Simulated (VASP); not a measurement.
A run of VASP 6.6.1:

File INCAR:

```
SYSTEM = BeS2
PREC     = Accurate       ! precision mode
ENCUT    = 520            ! plane-wave cutoff, eV
EDIFF    = 1E-7           ! SCF threshold, eV
ISMEAR   = 0              ! smearing method
SIGMA    = 0.1            ! smearing width, eV
LREAL    = .False.        ! projectors in reciprocal space
LASPH    = .True.         ! aspherical terms in the spheres
NELM     = 100            ! most SCF steps
ALGO     = Normal         ! electronic algorithm
ISIF     = 2              ! what is computed and relaxed
LWAVE    = .False.        ! write WAVECAR
LCHARG   = .False.        ! write CHGCAR
GGA      = PE             ! functional
NBANDS   = 23             ! bands
```

The input KPOINTS:

```
Automatic mesh
0
Gamma
  6 6 6
  0 0 0
```

The input POSCAR:

```
BeS2
1.0
   -3.2487457105      3.2494544325     -0.1699566515
    4.5640444374      4.5618211978     -0.0242778283
    1.5202138929     -1.4550177765     -5.0886094392
Be S
2 4
Direct
    1.0002646830      0.1771582128      1.0006093044
    0.4997274329      0.3228419230     -0.0005986505
    0.5656247286      0.0449991627      0.8324939302
    1.0642911799      0.4568895237      0.8293690377
    0.4357136763      0.0431065062      0.1706258507
   -0.0656217007      0.4550046716      0.1675005275
```

Potentials or basis: VASP PAW PBE potentials, release 64 (Be, S).

Run with:

```bash
$ cat potpaw_PBE.64/Be/POTCAR potpaw_PBE.64/S/POTCAR > POTCAR
$ mpirun -np 1 vasp_std > vasp.out
```

Hardware: 1 thread of Intel(R) Xeon(R) Platinum 8488C (Sapphire Rapids) (shared host).

Estimate the wall time of this run.

Run time: 5.7 min on 1 thread of Intel(R) Xeon(R) Platinum 8488C (Sapphire Rapids), with other jobs on the host, peak memory 0.46 GiB. Counts: scf iterations 17, k points 112.
